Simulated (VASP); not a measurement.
Runs of VASP 6.6.1 on AlN. The structure is that of space group P6_3mc (No. 186), or close to it. The cells are those of the table. 

```tsv
cell	gap on the mesh (eV)	pressure (GPa)	largest force (eV/Å)
a = 3.363, b = 3.363, c = 5.183 Å, angles 90.0, 90.0, 120.0°, 4 atoms	(a)	-26.7	0.07
a = 3.363, b = 3.363, c = 5.382 Å, angles 90.0, 90.0, 120.0°, 4 atoms	2.24	-29.6	0.07
a = 3.238, b = 3.238, c = 4.784 Å, angles 90.0, 90.0, 120.0°, 4 atoms	3.58	-6.3	1.10
a = 3.238, b = 3.238, c = 5.382 Å, angles 90.0, 90.0, 120.0°, 4 atoms	2.87	-22.8	0.14
a = 3.238, b = 3.238, c = 4.983 Å, angles 90.0, 90.0, 120.0°, 4 atoms	3.35	(b)	0.33
```

Alike in all rows: task single point; level PBEsol; potentials or basis VASP PAW PBE potentials, release 64 (Al, N); no spin polarisation; k mesh 12 × 12 × 6; cutoff (eV) 600; smearing gaussian 0.05 eV.

Problem. Estimate the missing entries.

Solution. (a) 2.46; (b) -13.7.

Caveats: the cell stands under tension; the PAW data sets were made with another functional, which shifts forces and pressure a little.

A k mesh can miss the band edges.
